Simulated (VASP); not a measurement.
Input of a VASP 6.6.1 run:

INCAR

```
SYSTEM = Si16NiH6
ALGO = Normal
EDIFF = 1E-6
ENCUT = 520
ISIF = 2
ISMEAR = -1
ISPIN = 2
LASPH = .True.
LCHARG = .False.
LMAXMIX = 4
LORBIT = 11
LREAL = Auto
LWAVE = .False.
MAGMOM = 0 0 0 0 0 0 0 0 0 0 0 0 0 0 0 0 0 0 0 0 0 0 0.51
NBANDS = 61
NELM = 150
PREC = Accurate
SIGMA = 0.05
```

The input KPOINTS:

```
k-points
0
Gamma
  2 2 1
  0 0 0
```

The input POSCAR:

```
Si16NiH6
1.0
    7.6791800000      0.0000000000      0.0000000000
    3.8395900000      6.6503650000      0.0000000000
    0.0000000000      0.0000000000     18.8687650000
H Si Ni
6 16 1
Direct
    0.1666668792      0.1666675438      0.0529976392
    0.6666681814      0.1666675438      0.0529976392
    0.1666662146      0.6666701752      0.0529976392
    0.6666675168      0.6666701752      0.0529976392
    0.0388379165      0.4545164062      0.4068257779
    0.5198116453      0.4074062100      0.4025382689
    0.1666668792      0.1666675438      0.1324940981
    0.6666681814      0.1666675438      0.1324940981
    0.1666662146      0.6666701752      0.1324940981
    0.6666675168      0.6666701752      0.1324940981
   -0.1559080929      0.3330944993      0.1714738617
    0.3290935370      0.3211101947      0.1687709821
   -0.1681943629      0.8334730500      0.1742244392
    0.3243649477      0.8180152518      0.1739912496
   -0.1697434592      0.3378461182      0.2931246428
    0.3202703891      0.3105243096      0.2883018576
   -0.1714767744      0.8437882733      0.3032471919
    0.3257324673      0.7958510548      0.2998076451
   -0.0197013823      0.0088265832      0.3439440790
    0.4851226576     -0.0196229831      0.3211232956
    0.0030651677      0.5010852788      0.3265555536
    0.5001709264      0.4472085367      0.3267198463
    0.0016048484     -0.0111272088      0.4564527673
```

Potentials or basis: VASP PAW LDA potentials, release 64 (H, Si, Ni).

The run is started by

```bash
$ cat potpaw_LDA.64/H/POTCAR potpaw_LDA.64/Si/POTCAR potpaw_LDA.64/Ni/POTCAR > POTCAR
$ mpirun -np 1 vasp_std > vasp.out
```

Q: Predict the largest force.

A: 2.324 eV/Å.

Q: What does it give for the net moment?

A: 0.00 μB per cell.

Q: Predict the band gap on the k mesh.

A: 0.08 eV.

Forces in eV/Å, atoms in the order of the input:
```
H   -0.074 -0.120 -0.107
H   -0.017 -0.059 -0.094
H   -0.046  0.024 -0.143
H    0.017  0.049 -0.097
H   -0.063  0.309 -0.430
H    0.010  0.072  0.990
Si  -0.610 -1.480 -0.362
Si   0.302  0.031  0.290
Si  -1.442 -1.065 -0.234
Si  -0.383  0.053  0.406
Si  -1.174  0.119 -0.226
Si   1.303  0.859 -0.455
Si  -0.109  0.254  0.220
Si   1.996  1.146  0.321
Si  -0.111 -0.787 -0.025
Si   0.061 -0.479 -0.402
Si  -0.719 -0.346 -0.922
Si  -0.501  0.549  0.094
Si   1.424  0.180  0.639
Si  -0.069 -0.673 -0.246
Si  -0.879  0.143  1.625
Si   1.083  1.148 -0.076
Ni   0.003  0.074 -0.765
```

Caveat: the k points lie up to 0.47 Å⁻¹ apart; there is no dipole correction, which matters where the two faces differ; the moments typed at the start vanished in this run.
